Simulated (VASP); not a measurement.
# Hf2Al3N5 (I4/mmm) in VASP: single point with PBE

Aim: the single point of Hf2Al3N5 with PBE.

Everything below comes from runs of VASP 6.6.1. Logs are shortened: lines on timing, memory, paths and dates and some standing lists are left out, and cuts for length are marked.

## (1) The cell of the first run

It takes space group I4/mmm (No. 139, tetragonal). The conventional cell has a = 3.080 Å, b = 3.080 Å, c = 21.753 Å, α = 90.00°, β = 90.00°, γ = 90.00°. Hf (site symmetry 4mm) has 6 N at 2.18 to 2.25 Å within 2.9 Å. Al (site symmetry 4mm) has 6 N at 1.95 to 2.18 Å within 2.6 Å. Within 2.9 Å of Al (site symmetry 4/mmm) lie 6 N at 2.18 to 2.34 Å. N (site symmetry 4mm) has 5 Al at 1.95 to 2.18 Å and 1 Hf at 2.25 Å within 2.6 Å. N (site symmetry 4mm) has 2 Al at 2.11 to 2.34 Å and 4 Hf at 2.18 Å within 2.8 Å. Within 2.9 Å of N (site symmetry 4/mmm) lie 4 Al at 2.18 Å and 2 Hf at 2.22 Å.

## (2) Single point, PBE

Input file INCAR:

```
SYSTEM = Hf2Al3N5
ALGO     = Normal         ! electronic algorithm
EDIFF    = 1E-6           ! SCF threshold, eV
ENCUT    = 520            ! plane-wave cutoff, eV
GGA      = PE             ! functional
ISIF     = 2              ! what is computed and relaxed
ISMEAR   = 0              ! smearing method
LASPH    = .True.         ! aspherical terms in the spheres
LCHARG   = .True.         ! write CHGCAR
LELF     = .True.         ! ELF
LREAL    = .False.        ! projectors in reciprocal space
LVHAR    = .True.       
LWAVE    = .False.        ! write WAVECAR
NBANDS   = 38             ! bands
NELM     = 100            ! most SCF steps
PREC     = Accurate       ! precision mode
SIGMA    = 0.1            ! smearing width, eV
```

Input file KPOINTS:

```
k-points
0
Gamma
  8 8 8
  0 0 0
```

Input file POSCAR:

```
Hf2Al3N5
1.0
   -1.5400322401      1.5400322401     10.8767488202
    1.5400322401     -1.5400322401     10.8767488202
    1.5400322401      1.5400322401    -10.8767488202
Hf Al N
2 3 5
Direct
    0.8979338154      0.8979338154      0.0000000000
    0.1020661846      0.1020661846      0.0000000000
    0.2953256801      0.2953256801      0.0000000000
    0.7046743199      0.7046743199      0.0000000000
    0.5000000000      0.5000000000      0.0000000000
    0.7943475635      0.7943475635      0.0000000000
    0.2056524365      0.2056524365      0.0000000000
    0.6076285728      0.6076285728      0.0000000000
    0.0000000000      0.0000000000      0.0000000000
    0.3923714272      0.3923714272      0.0000000000
```

Potentials or basis: VASP PAW PBE potentials, release 64 (Hf_pv, Al, N).

Run with:

```bash
$ cat potpaw_PBE.64/Hf_pv/POTCAR potpaw_PBE.64/Al/POTCAR potpaw_PBE.64/N/POTCAR > POTCAR
$ mpirun -np 1 vasp_std > vasp.out
```

OUTCAR:

```text
SYSTEM = Hf2Al3N5
   EDIFF = 1E-6
   ENCUT = 520
   GGA = PE
   ISIF = 2
   ISMEAR = 0
   LASPH = .True.
   LREAL = .False.
   NELM = 100
   PREC = Accurate

 ion  position               nearest neighbor table
   1  0.898  0.898  0.000-  10 2.18  10 2.18  10 2.18  10 2.18   9 2.22   6 2.25   5 3.11   5 3.11
                             5 3.11   5 3.11   3 3.12   3 3.12   3 3.12   3 3.12
   2  0.102  0.102  0.000-   8 2.18   8 2.18   8 2.18   8 2.18   9 2.22   7 2.25   5 3.11   5 3.11
                             5 3.11   5 3.11   4 3.12   4 3.12   4 3.12   4 3.12
   3  0.295  0.295  0.000-   7 1.95  10 2.11   6 2.18   6 2.18   6 2.18   6 2.18   4 2.94   4 2.94
                             4 2.94   4 2.94   1 3.12   1 3.12   1 3.12   1 3.12
   4  0.705  0.705  0.000-   6 1.95   8 2.11   7 2.18   7 2.18   7 2.18   7 2.18   3 2.94   3 2.94
                             3 2.94   3 2.94   2 3.12   2 3.12   2 3.12   2 3.12
   5  0.500  0.500  0.000-   9 2.18   9 2.18   9 2.18   9 2.18  10 2.34   8 2.34   2 3.11   2 3.11
                             1 3.11   1 3.11   1 3.11   2 3.11   1 3.11   2 3.11
   6  0.794  0.794  0.000-   4 1.95   3 2.18   3 2.18   3 2.18   3 2.18   1 2.25
   7  0.206  0.206  0.000-   3 1.95   4 2.18   4 2.18   4 2.18   4 2.18   2 2.25
   8  0.608  0.608  0.000-   4 2.11   2 2.18   2 2.18   2 2.18   2 2.18   5 2.34
   9  0.000  0.000  0.000-   5 2.18   5 2.18   5 2.18   5 2.18   2 2.22   1 2.22
  10  0.392  0.392  0.000-   3 2.11   1 2.18   1 2.18   1 2.18   1 2.18   5 2.34

  LATTYP: Found a body centered tetragonal cell.
 ALAT       =     3.0800644802
 C/A-ratio  =     7.0626760512

  Lattice vectors:

 A1 = (  -1.5400322401,   1.5400322401,  10.8767488202)
 A2 = (   1.5400322401,  -1.5400322401,  10.8767488202)
 A3 = (   1.5400322401,   1.5400322401, -10.8767488202)

Analysis of symmetry for initial positions (statically):
=====================================================================
 Subroutine PRICEL returns:
 Original cell was already a primitive cell.

 Routine SETGRP: Setting up the symmetry group for a
 body centered tetragonal supercell.

 Subroutine GETGRP returns: Found 16 space group operations
 (whereof 16 operations were pure point group operations)
 out of a pool of 16 trial point group operations.

The static configuration has the point symmetry D_4h.

Analysis of symmetry for dynamics (positions and initial velocities):
=====================================================================
 Subroutine PRICEL returns:
 Original cell was already a primitive cell.

 Routine SETGRP: Setting up the symmetry group for a
 body centered tetragonal supercell.

 Subroutine GETGRP returns: Found 16 space group operations
 (whereof 16 operations were pure point group operations)
 out of a pool of 16 trial point group operations.

The dynamic configuration has the point symmetry D_4h.

 Subroutine INISYM returns: Found 16 space group operations
 (whereof 16 operations are pure point group operations),
 and found     1 'primitive' translations

----------------------------------------------------------------------------------------

                                     Primitive cell

  volume of cell :     103.1855

  direct lattice vectors                    reciprocal lattice vectors
    -1.540032240  1.540032240 10.876748820     0.000000000  0.324668528  0.045969619
     1.540032240 -1.540032240 10.876748820     0.324668528  0.000000000  0.045969619
     1.540032240  1.540032240-10.876748820     0.324668528  0.324668528  0.000000000

  length of vectors
    11.092658090 11.092658090 11.092658090     0.327906784  0.327906784  0.459150635

  position of ions in fractional coordinates (direct lattice)
     0.897933815  0.897933815  0.000000000
     0.102066185  0.102066185  0.000000000
     0.295325680  0.295325680  0.000000000
     0.704674320  0.704674320  0.000000000
     0.500000000  0.500000000  0.000000000
     0.794347563  0.794347563  0.000000000
     0.205652437  0.205652437  0.000000000
     0.607628573  0.607628573  0.000000000
     0.000000000  0.000000000  0.000000000
     0.392371427  0.392371427  0.000000000

  ion indices of the primitive-cell ions
   primitive index   ion index
                 1           1
                 2           2
                 3           3
                 4           4
                 5           5
                 6           6
                 7           7
                 8           8
                 9           9
                10          10

----------------------------------------------------------------------------------------

 KPOINTS: k-points

Automatic generation of k-mesh.
 Grid dimensions read from file:
 generate k-points for:    8    8    8

 Generating k-lattice:

  Cartesian coordinates                     Fractional coordinates (reciprocal lattice)
     0.000000000  0.040583566  0.005746202     0.125000000  0.000000000 -0.000000000
     0.040583566  0.000000000  0.005746202     0.000000000  0.125000000 -0.000000000
     0.040583566  0.040583566  0.000000000     0.000000000  0.000000000  0.125000000

  Length of vectors
     0.040988348  0.040988348  0.057393829

  Shift w.r.t. Gamma in fractional coordinates (k-lattice)
     0.000000000  0.000000000  0.000000000

 Subroutine IBZKPT returns following result:
 ===========================================

 Found     59 irreducible k-points:

 Following reciprocal coordinates:
            Coordinates               Weight
  0.000000  0.000000  0.000000      1.000000
  0.125000  0.000000  0.000000      8.000000
  0.250000  0.000000  0.000000      8.000000
  0.375000 -0.000000  0.000000      8.000000
  0.500000  0.000000  0.000000      4.000000
  0.125000  0.125000  0.000000      8.000000
[... 16 lines left out ...]
  0.250000  0.125000  0.125000     16.000000
  0.375000  0.125000  0.125000      8.000000
 [... further k-points ...]
   k-points           NKPTS =     59   k-points in BZ     NKDIM =     59   number of bands    NBANDS=     38
   number of dos      NEDOS =    301   number of ions     NIONS =     10
   total plane-waves  NPLWV = 592704
   dimension x,y,z NGX =    84 NGY =   84 NGZ =   84
   dimension x,y,z NGXF=   168 NGYF=  168 NGZF=  168
   ions per type =               2   3   5
   NGX,Y,Z   is equivalent  to a cutoff of  12.59, 12.59, 12.59 a.u.
   NGXF,Y,Z  is equivalent  to a cutoff of  25.18, 25.18, 25.18 a.u.
 SYSTEM =  Hf2Al3N5
   PREC   = accura    normal or accurate (medium, high low for compatibility)
   ISTART =      0    job   : 0-new  1-cont  2-samecut
   ICHARG =      2    charge: 1-file 2-atom 10-const
   ISPIN  =      1    spin polarized calculation?
   LNONCOLLINEAR =      F non collinear calculations
   LSORBIT =      F    spin-orbit coupling
   LASPH  =      T    aspherical Exc in radial PAW
   ENCUT  =  520.0 eV  38.22 Ry    6.18 a.u.  20.62 20.62 20.62*2*pi/ulx,y,z
   NELM   =    100;   NELMIN=  2; NELMDL= -5     # of ELM steps
   EDIFF  = 0.1E-05   stopping-criterion for ELM
   LREAL  =      F    real-space projection
   EDIFFG = 0.1E-04   stopping-criterion for IOM
   NSW    =      0    number of steps for IOM
   IBRION =     -1    ionic relax: 0-MD 1-quasi-New 2-CG
   NFREE  =      0    steps in history (QN), initial steepest desc. (CG)
   ISIF   =      2    stress and relaxation
   ISYM   =      2    0-nonsym 1-usesym 2-fastsym
   POTIM  = 0.5000    time-step for ionic-motion
   TEBEG  =    0.0;   TEEND  =   0.0 temperature during run
   PSTRESS=    0.0 pullay stress
   NELECT =      54.0000    total number of electrons
   NUPDOWN=      -1.0000    fix difference up-down
   EMIN   =  10.00;   EMAX   =-10.00  energy-range for DOS
   EFERMI =   0.00;   METHOD = LEGACY
   ISMEAR =     0;   SIGMA  =   0.10  broadening in eV -4-tet -1-fermi 0-gaus
   EFERMI_NEDOS =   21; number of points for ismear=-14 and -15
   IALGO  =     38    algorithm
   IMIX   =      4    mixing-type and parameters
     AMIX     =   0.40;   BMIX     =  1.00
     AMIX_MAG =   1.60;   BMIX_MAG =  1.00
  volume/ion in A,a.u.               =      10.32        69.63
  Fermi-wavevector in a.u.,A,eV,Ry     =   1.319268  2.493056 23.680522  1.740469
  Thomas-Fermi vector in A             =   2.449179
   LORBIT       =      0    0 simple, 1 ext, 2 COOP (PROOUT), +10 PAW based schemes
   GGA     = PE    functional components
   LHFCALC =     F    Hartree Fock is set to
   AEXX    =    0.0000 exact exchange contribution
   IVDW    =     0    specifies the selected vdW correction
   LEPSILON=     F    determine dielectric tensor
   LRPA    =     F    only Hartree local field effects (RPA)
 non-spin polarized calculation
 Gauss-broadening in eV      SIGMA  =   0.10
  energy-cutoff  :      520.00
  volume of cell :      103.19
 maximum number of plane-waves:      2802
 NGX is ok and might be reduce to    84
   NGX = 41   NGY = 41   NGZ = 41

 number of electron      53.9999999 magnetization

 Free energy of the ion-electron system (eV)
  ---------------------------------------------------
  ext. energy  EPLUGINS =         0.00000000
  ---------------------------------------------------
  free energy    TOTEN  =       -84.33776827 eV

  energy without entropy =      -84.32179998  energy(sigma->0) =      -84.32978413

 E-fermi :   9.9869     XC(G=0): -12.1221

 val. band max:        9.9521378594   @ k =  -0.1250   0.1250   0.1250
 cond. band min:       9.9875175136   @ k =  -0.3750  -0.3750   0.1250
 fundamental gap:      0.0353796542
 Fermi energy:         9.9868999537

 k-point     1 :       0.0000    0.0000    0.0000
  band No.  band energies     occupation
      1     -21.7458      2.00000
      2     -21.7154      2.00000
      3     -21.3008      2.00000
      4     -21.3008      2.00000
      5     -21.2999      2.00000
      6     -21.2999      2.00000
[... 30 lines left out ...]
     37      13.2515      0.00000
     38      13.3985      0.00000
[... 941 lines left out ...]
     37      15.8248      0.00000
     38      15.8945      0.00000

 [... further k-points ...]

------------------------ aborting loop because EDIFF is reached ----------------------------------------

  FORCE on cell =-STRESS in cart. coord.  units (eV):
  Direction    XX          YY          ZZ          XY          YZ          ZX
  --------------------------------------------------------------------------------------
  -------------------------------------------------------------------------------------
  Total       -1.0526821     -1.0526821     -1.0742150      0.0000000      0.0000000      0.0000000
  in kB      -16.3451569    -16.3451569    -16.6795020      0.0000000      0.0000000      0.0000000
  external PRESSURE =     -16.4566052 kB  Pullay stress =       0.0000000 kB

 VOLUME and BASIS-vectors are now :
 -----------------------------------------------------------------------------
  energy-cutoff  :      520.00
  volume of cell :      103.19
      direct lattice vectors                 reciprocal lattice vectors
    -1.540032240  1.540032240 10.876748820     0.000000000  0.324668528  0.045969619
     1.540032240 -1.540032240 10.876748820     0.324668528  0.000000000  0.045969619
     1.540032240  1.540032240-10.876748820     0.324668528  0.324668528  0.000000000

 POSITION                                       TOTAL-FORCE (eV/Angst)
 -----------------------------------------------------------------------------------
      0.00000      0.00000     19.53320         0.000000      0.000000     -0.039079
      0.00000      0.00000      2.22030        -0.000000     -0.000000      0.039079
      0.00000      0.00000      6.42437         0.000000      0.000000      0.021063
      0.00000      0.00000     15.32913         0.000000      0.000000     -0.021063
      0.00000      0.00000     10.87675        -0.000000     -0.000000      0.000000
      0.00000      0.00000     17.27984         0.000000      0.000000      0.061560
      0.00000      0.00000      4.47366        -0.000000     -0.000000     -0.061560
      0.00000      0.00000     13.21805        -0.000000     -0.000000     -0.034204
      0.00000      0.00000      0.00000        -0.000000     -0.000000      0.000000
      0.00000      0.00000      8.53545         0.000000      0.000000      0.034204
 -----------------------------------------------------------------------------------
    total drift:                                0.000000      0.000000     -0.000000

  FREE ENERGIE OF THE ION-ELECTRON SYSTEM (eV)
  ---------------------------------------------------
  free  energy   TOTEN  =       -84.3377682715 eV

  energy  without entropy=      -84.3217999791  energy(sigma->0) =      -84.32978413
```

Wall time 51 min (1 thread of AMD EPYC 7R43 (Zen 3), shared host); peak memory 1.2 GiB.

What came out:

```yaml
Free_energy: -84.3378 eV
Pressure: -1.6 GPa
Largest_force: 0.062 eV/Å
Band_gap_on_the_k_mesh: zero (bands 27 and 28 overlap by 4.17 eV)
```

Forces on the atoms (eV/Å):
```
Hf   0.000  0.000 -0.039
Hf   0.000  0.000  0.039
Al   0.000  0.000  0.021
Al   0.000  0.000 -0.021
Al   0.000  0.000  0.000
N    0.000  0.000  0.062
N    0.000  0.000 -0.062
N    0.000  0.000 -0.034
N    0.000  0.000  0.000
N    0.000  0.000  0.034
```

Caveat: spin-orbit coupling is left out, which moves the levels of the heavy elements.

The gap in the log of VASP goes by the Fermi energy; the results here count the filled bands.